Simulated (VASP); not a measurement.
# HfO2 (R-3m) in VASP: notebook

HfO2 is run at these levels: LDA; tasks: electric field gradients.

Program: VASP 6.6.1. These are calculated values, not measurements. Logs are shortened: lines on timing, memory, paths and dates and some standing lists are left out, and cuts for length are marked.

### Step 1. The cell of the first run

The structure is trigonal, space group R-3m (No. 166). Conventional cell: a = 3.653 Å, b = 3.653 Å, c = 8.682 Å, α = 90.00°, β = 90.00°, γ = 120.00°. Within 2.9 Å of Hf (site symmetry -3m) lie 8 O at 2.17 to 2.23 Å. Within 2.9 Å of O (site symmetry 3m) lie 4 Hf at 2.17 to 2.23 Å and 6 O at 2.56 Å.

### Step 2. Electric field gradients, LDA (equal xy, yz and zx shear strains of -2 %)

INCAR reads:

```
PREC = Accurate ; ENCUT = 520
EDIFF = 1E-8 ; ISMEAR = -1
SIGMA = 0.01 ; LREAL = F
LASPH = T ; NELM = 120
ALGO = Normal ; ISIF = 2
LWAVE = F ; LCHARG = F
GGA = CA ; LEFG = T
NBANDS = 18 ; GGA_COMPAT = F
```

KPOINTS reads:

```
regular mesh
0
Gamma
  8 8 8
```

POSCAR reads:

```
HfO2
1.0
   -0.0511500000      2.5319250000      2.5319250000
    2.5319250000     -0.0511500000      2.5319250000
    2.5319250000      2.5319250000     -0.0511500000
Hf O
1 2
Direct
    0.0000000000      0.0000000000      0.0000000000
    0.2500000000      0.2500000000      0.2500000000
    0.7500000000      0.7500000000      0.7500000000
```

Potentials or basis: VASP PAW LDA potentials, release 64 (Hf_pv, O).

The run is started by

```
> cat potpaw_LDA.64/Hf_pv/POTCAR potpaw_LDA.64/O/POTCAR > POTCAR
> mpirun -np 1 vasp_std > vasp.out
```

OUTCAR:

```text
PREC = Accurate
   ENCUT = 520
   EDIFF = 1E-8
   ISMEAR = -1
   LREAL = F
   LASPH = T
   NELM = 120
   ISIF = 2
   GGA = CA

 ion  position               nearest neighbor table
   1  0.000  0.000  0.000-   2 2.17   3 2.17   3 2.23   3 2.23   2 2.23   2 2.23   3 2.23   2 2.23

   2  0.250  0.250  0.250-   1 2.17   1 2.23   1 2.23   1 2.23
   3  0.750  0.750  0.750-   1 2.17   1 2.23   1 2.23   1 2.23

  LATTYP: Found a trigonal (rhomboedric) cell.
 ALAT       =     3.5810479938
 COS(alpha) =     0.4797000918

  Lattice vectors:

 A1 = (  -0.0511500000,   2.5319250000,   2.5319250000)
 A2 = (   2.5319250000,  -0.0511500000,   2.5319250000)
 A3 = (   2.5319250000,   2.5319250000,  -0.0511500000)

Analysis of symmetry for initial positions (statically):
=====================================================================
 Subroutine PRICEL returns:
 Original cell was already a primitive cell.

 Routine SETGRP: Setting up the symmetry group for a
 trigonal (rhombohedral) supercell.

 Subroutine GETGRP returns: Found 12 space group operations
 (whereof 12 operations were pure point group operations)
 out of a pool of 12 trial point group operations.

The static configuration has the point symmetry D_3d.

Analysis of symmetry for dynamics (positions and initial velocities):
=====================================================================
 Subroutine PRICEL returns:
 Original cell was already a primitive cell.

 Routine SETGRP: Setting up the symmetry group for a
 trigonal (rhombohedral) supercell.

 Subroutine GETGRP returns: Found 12 space group operations
 (whereof 12 operations were pure point group operations)
 out of a pool of 12 trial point group operations.

The dynamic configuration has the point symmetry D_3d.

 Subroutine INISYM returns: Found 12 space group operations
 (whereof 12 operations are pure point group operations),
 and found     1 'primitive' translations

----------------------------------------------------------------------------------------

                                     Primitive cell

  volume of cell :      33.4461

  direct lattice vectors                    reciprocal lattice vectors
    -0.051150000  2.531925000  2.531925000    -0.191592563  0.195542925  0.195542925
     2.531925000 -0.051150000  2.531925000     0.195542925 -0.191592563  0.195542925
     2.531925000  2.531925000 -0.051150000     0.195542925  0.195542925 -0.191592563

  length of vectors
     3.581047994  3.581047994  3.581047994     0.336425001  0.336425001  0.336425001

  position of ions in fractional coordinates (direct lattice)
     0.000000000  0.000000000  0.000000000
     0.250000000  0.250000000  0.250000000
     0.750000000  0.750000000  0.750000000

  ion indices of the primitive-cell ions
   primitive index   ion index
                 1           1
                 2           2
                 3           3

----------------------------------------------------------------------------------------

 KPOINTS: regular mesh

Automatic generation of k-mesh.
 Grid dimensions read from file:
 generate k-points for:    8    8    8

 Generating k-lattice:

  Cartesian coordinates                     Fractional coordinates (reciprocal lattice)
    -0.023949070  0.024442866  0.024442866     0.125000000  0.000000000 -0.000000000
     0.024442866 -0.023949070  0.024442866     0.000000000  0.125000000 -0.000000000
     0.024442866  0.024442866 -0.023949070     0.000000000  0.000000000  0.125000000

  Length of vectors
     0.042053125  0.042053125  0.042053125

  Shift w.r.t. Gamma in fractional coordinates (k-lattice)
     0.000000000  0.000000000  0.000000000

 Subroutine IBZKPT returns following result:
 ===========================================

 Found     65 irreducible k-points:

 Following reciprocal coordinates:
            Coordinates               Weight
  0.000000  0.000000  0.000000      1.000000
  0.125000  0.000000 -0.000000      6.000000
  0.250000  0.000000 -0.000000      6.000000
  0.375000 -0.000000 -0.000000      6.000000
  0.500000  0.000000 -0.000000      3.000000
  0.125000  0.125000  0.000000      6.000000
[... 16 lines left out ...]
  0.250000  0.125000  0.125000      6.000000
  0.375000  0.125000  0.125000      6.000000
 [... further k-points ...]
   k-points           NKPTS =     65   k-points in BZ     NKDIM =     65   number of bands    NBANDS=     18
   number of dos      NEDOS =    301   number of ions     NIONS =      3
   total plane-waves  NPLWV =  21952
   dimension x,y,z NGX =    28 NGY =   28 NGZ =   28
   dimension x,y,z NGXF=    56 NGYF=   56 NGZF=   56
   ions per type =               1   2
   NGX,Y,Z   is equivalent  to a cutoff of  13.00, 13.00, 13.00 a.u.
   NGXF,Y,Z  is equivalent  to a cutoff of  26.00, 26.00, 26.00 a.u.
 SYSTEM =  unknown system
   PREC   = accura    normal or accurate (medium, high low for compatibility)
   ISTART =      0    job   : 0-new  1-cont  2-samecut
   ICHARG =      2    charge: 1-file 2-atom 10-const
   ISPIN  =      1    spin polarized calculation?
   LNONCOLLINEAR =      F non collinear calculations
   LSORBIT =      F    spin-orbit coupling
   LASPH  =      T    aspherical Exc in radial PAW
   ENCUT  =  520.0 eV  38.22 Ry    6.18 a.u.   6.66  6.66  6.66*2*pi/ulx,y,z
   NELM   =    120;   NELMIN=  2; NELMDL= -5     # of ELM steps
   EDIFF  = 0.1E-07   stopping-criterion for ELM
   LREAL  =      F    real-space projection
   EDIFFG = 0.1E-06   stopping-criterion for IOM
   NSW    =      0    number of steps for IOM
   IBRION =     -1    ionic relax: 0-MD 1-quasi-New 2-CG
   NFREE  =      0    steps in history (QN), initial steepest desc. (CG)
   ISIF   =      2    stress and relaxation
   ISYM   =      2    0-nonsym 1-usesym 2-fastsym
   POTIM  = 0.5000    time-step for ionic-motion
   TEBEG  =    0.0;   TEEND  =   0.0 temperature during run
   PSTRESS=    0.0 pullay stress
   NELECT =      22.0000    total number of electrons
   NUPDOWN=      -1.0000    fix difference up-down
   EMIN   =  10.00;   EMAX   =-10.00  energy-range for DOS
   EFERMI =   0.00;   METHOD = LEGACY
   ISMEAR =    -1;   SIGMA  =   0.01  broadening in eV -4-tet -1-fermi 0-gaus
   EFERMI_NEDOS =   21; number of points for ismear=-14 and -15
   IALGO  =     38    algorithm
   IMIX   =      4    mixing-type and parameters
     AMIX     =   0.40;   BMIX     =  1.00
     AMIX_MAG =   1.60;   BMIX_MAG =  1.00
  volume/ion in A,a.u.               =      11.15        75.24
  Fermi-wavevector in a.u.,A,eV,Ry     =   1.423750  2.690498 27.579890  2.027065
  Thomas-Fermi vector in A             =   2.544315
   LORBIT       =      0    0 simple, 1 ext, 2 COOP (PROOUT), +10 PAW based schemes
   GGA     = CA    functional components
   LHFCALC =     F    Hartree Fock is set to
   AEXX    =    0.0000 exact exchange contribution
   IVDW    =     0    specifies the selected vdW correction
   LEPSILON=     F    determine dielectric tensor
   LRPA    =     F    only Hartree local field effects (RPA)
 non-spin polarized calculation
  energy-cutoff  :      520.00
  volume of cell :       33.45
 maximum number of plane-waves:       914
   NGX = 13   NGY = 13   NGZ = 13

 number of electron      21.9999993 magnetization

 Free energy of the ion-electron system (eV)
  ---------------------------------------------------
  ext. energy  EPLUGINS =         0.00000000
  ---------------------------------------------------
  free energy    TOTEN  =       -32.90198445 eV

  energy without entropy =      -32.90198445  energy(sigma->0) =      -32.90198445

 E-fermi :   4.0739     XC(G=0): -12.1759

 val. band max:        3.8197450872   @ k =   0.5000   0.5000   0.0000
 cond. band min:       7.3544962507   @ k =   0.5000   0.5000   0.0000
 fundamental gap:      3.5347511634
 Fermi energy:         4.0738839934

 k-point     1 :       0.0000    0.0000    0.0000
  band No.  band energies     occupation
      1     -25.7871      2.00000
      2     -25.7871      2.00000
      3     -25.7764      2.00000
      4     -14.4877      2.00000
      5     -11.4576      2.00000
      6      -1.4447      2.00000
[... 10 lines left out ...]
     17      14.1084      0.00000
     18      16.2753      0.00000

 k-point     2 :       0.1250    0.0000   -0.0000
  band No.  band energies     occupation
      1     -25.8459      2.00000
      2     -25.7929      2.00000
      3     -25.7847      2.00000
      4     -14.2913      2.00000
      5     -11.6210      2.00000
      6      -1.3019      2.00000
[... 10 lines left out ...]
     17      13.8165      0.00000
     18      16.2692      0.00000

 k-point     3 :       0.2500    0.0000   -0.0000
  band No.  band energies     occupation
      1     -25.9860      2.00000
      2     -25.8069      2.00000
      3     -25.8013      2.00000
      4     -13.8199      2.00000
      5     -11.9580      2.00000
      6      -0.9472      2.00000
[... 10 lines left out ...]
     17      13.3618      0.00000
     18      15.9566      0.00000

 k-point     4 :       0.3750   -0.0000   -0.0000
  band No.  band energies     occupation
      1     -26.1199      2.00000
      2     -25.8207      2.00000
      3     -25.8177      2.00000
      4     -13.3907      2.00000
      5     -12.1808      2.00000
      6      -0.5891      2.00000
[... 375 lines left out ...]
      4     -14.2667      2.00000
      5     -11.6438      2.00000
      6      -1.2847      2.00000
[... 10 lines left out ...]
     17      13.5362      0.00000
     18      16.2700      0.00000

 k-point    23 :       0.2500    0.1250    0.1250
  band No.  band energies     occupation
      1     -25.9255      2.00000
      2     -25.8190      2.00000
      3     -25.7983      2.00000
      4     -13.9604      2.00000
      5     -11.8729      2.00000
      6      -1.1467      2.00000
[... 10 lines left out ...]
     17      13.3634      0.00000
     18      16.2538      0.00000

 k-point    24 :       0.3750    0.1250    0.1250
  band No.  band energies     occupation
      1     -26.0475      2.00000
      2     -25.8504      2.00000
      3     -25.8123      2.00000
      4     -13.4755      2.00000
      5     -12.1731      2.00000
      6      -0.9291      2.00000
[... 10 lines left out ...]
     17      13.5612      0.00000
     18      15.9185      0.00000

 [... further k-points ...]

------------------------ aborting loop because EDIFF is reached ----------------------------------------

  FORCE on cell =-STRESS in cart. coord.  units (eV):
  Direction    XX          YY          ZZ          XY          YZ          ZX
  --------------------------------------------------------------------------------------
  -------------------------------------------------------------------------------------
  Total       -3.9625204     -3.9625204     -3.9625204      0.3337330      0.3337330      0.3337330
  in kB     -189.8175436   -189.8175436   -189.8175436     15.9868921     15.9868921     15.9868921
  external PRESSURE =    -189.8175436 kB  Pullay stress =       0.0000000 kB

 VOLUME and BASIS-vectors are now :
 -----------------------------------------------------------------------------
  energy-cutoff  :      520.00
  volume of cell :       33.45
      direct lattice vectors                 reciprocal lattice vectors
    -0.051150000  2.531925000  2.531925000    -0.191592563  0.195542925  0.195542925
     2.531925000 -0.051150000  2.531925000     0.195542925 -0.191592563  0.195542925
     2.531925000  2.531925000 -0.051150000     0.195542925  0.195542925 -0.191592563

 POSITION                                       TOTAL-FORCE (eV/Angst)
 -----------------------------------------------------------------------------------
      0.00000      0.00000      0.00000         0.000000      0.000000      0.000000
      1.25318      1.25318      1.25318         0.108240      0.108240      0.108240
      3.75953      3.75953      3.75953        -0.108240     -0.108240     -0.108240
 -----------------------------------------------------------------------------------
    total drift:                                0.000000      0.000000      0.000000

  FREE ENERGIE OF THE ION-ELECTRON SYSTEM (eV)
  ---------------------------------------------------
  free  energy   TOTEN  =       -32.9019844496 eV

  energy  without entropy=      -32.9019844496  energy(sigma->0) =      -32.90198445

 Electric field gradients (V/A^2)
---------------------------------------------------------------------
 ion       V_xx      V_yy      V_zz      V_xy      V_xz      V_yz
---------------------------------------------------------------------
   1       0.000     0.000    -0.000   -38.275   -38.275   -38.275
   2       0.000     0.000    -0.000    -1.728    -1.728    -1.728
   3       0.000     0.000    -0.000    -1.728    -1.728    -1.728
---------------------------------------------------------------------

 Electric field gradients after diagonalization (V/A^2)
 (convention: |V_zz| > |V_xx| > |V_yy|)
----------------------------------------------------------------------
 ion       V_xx      V_yy      V_zz     asymmetry (V_yy - V_xx)/ V_zz
----------------------------------------------------------------------
   1      38.275    38.275   -76.550       0.000
   2       1.728     1.728    -3.455       0.000
   3       1.728     1.728    -3.455       0.000
----------------------------------------------------------------------

           NMR quadrupolar parameters

 Cq : quadrupolar parameter    Cq=e*Q*V_zz/h
 eta: asymmetry parameters     (V_yy - V_xx)/ V_zz
 Q  : nuclear electric quadrupole moment in mb (millibarn)
----------------------------------------------------------------------
 ion       Cq(MHz)       eta       Q (mb)
----------------------------------------------------------------------
   1      -0.185       0.000       1.000
   2      -0.008       0.000       1.000
   3      -0.008       0.000       1.000
----------------------------------------------------------------------
```

Wall time 29 s (1 thread of Intel Xeon Platinum 8488C (Sapphire Rapids), shared host); peak memory 0.17 GiB.

Results:

| Item | Value |
| --- | --- |
| Free energy | -32.9020 eV |
| Pressure | -19.0 GPa |
| Largest force | 0.187 eV/Å |
| Band gap on the k mesh | 3.53 eV |
| Largest electric field gradient by atom | Hf -76.5; O -3.5 V/Å² |

Forces on the atoms (eV/Å):
```
Hf   0.000  0.000  0.000
O    0.108  0.108  0.108
O   -0.108 -0.108 -0.108
```

Electric field gradients, principal values (V/Å²):
```
atom   least  middle  greatest (by size)
1 Hf  38.275  38.275             -76.550
 2 O   1.728   1.728              -3.455
 3 O   1.728   1.728              -3.455
```

Caveat: the cell differs from its parent crystal (equal xy, yz and zx shear strains of -2 %); the cell stands under tension; without QUAD_EFG the Cq values of the log hold for a quadrupole moment of 1 mb, not for the nuclei; spin-orbit coupling is left out, which moves the levels of the heavy elements. A k mesh can miss the band edges.

[end of part 1 of 3]
